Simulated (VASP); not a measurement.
Set up this calculation in VASP 6.6.1, as the native input.

- Task: single point
- Functional: PBEsol
- Potentials or basis: VASP PAW PBE potentials, release 64 (Zn, Cu)
- Cutoff: 520 eV
- k mesh: 10 × 10 × 10
- Occupations: methfessel-paxton, width 0.1 eV
- Spin: no spin polarisation
- Dipole correction: no
- Further INCAR settings: ALGO = Normal; EDIFF = 1e-07; NBANDS = 18

The structure of ZnCu lies in POSCAR:

```
ZnCu
1.0
    2.9450000000      0.0000000000      0.0000000000
    0.0000000000      2.9450000000      0.0000000000
    0.0000000000      0.0000000000      2.9450000000
Zn Cu
1 1
Direct
    0.5000000000      0.5000000000      0.5000000000
    0.0000000000      0.0000000000      0.0000000000
```

These files were run (other wordings do the same):

INCAR

```
PREC     = Accurate       # precision mode
ENCUT    = 520            # plane-wave cutoff, eV
EDIFF    = 1E-7           # SCF threshold, eV
ISMEAR   = 1              # smearing method
SIGMA    = 0.1            # smearing width, eV
LREAL    = False          # projectors in reciprocal space
LASPH    = True           # aspherical terms in the spheres
NELM     = 100            # most SCF steps
ALGO     = Normal         # electronic algorithm
ISIF     = 2              # what is computed and relaxed
LWAVE    = False          # write WAVECAR
LCHARG   = True           # write CHGCAR
GGA      = PS             # functional
LELF     = True           # ELF
LVHAR    = True         
NBANDS   = 18             # bands
```

KPOINTS

```
regular mesh
0
Gamma
  10 10 10
```

Potentials or basis: VASP PAW PBE potentials, release 64 (Zn, Cu).

Command:

```console
$ cat potpaw_PBE.64/Zn/POTCAR potpaw_PBE.64/Cu/POTCAR > POTCAR
$ mpirun -np 1 vasp_std > vasp.out
```

Results of the run:

| Property | Result |
| --- | --- |
| Pressure | -4.0 GPa |

Caveat: the PAW data sets were made with another functional, which shifts forces and pressure a little.

Run time: 25 s on 1 thread of Intel(R) Xeon(R) Platinum 8375C CPU @ 2.90GHz (Ice Lake), on a shared host, peak memory 0.15 GiB.
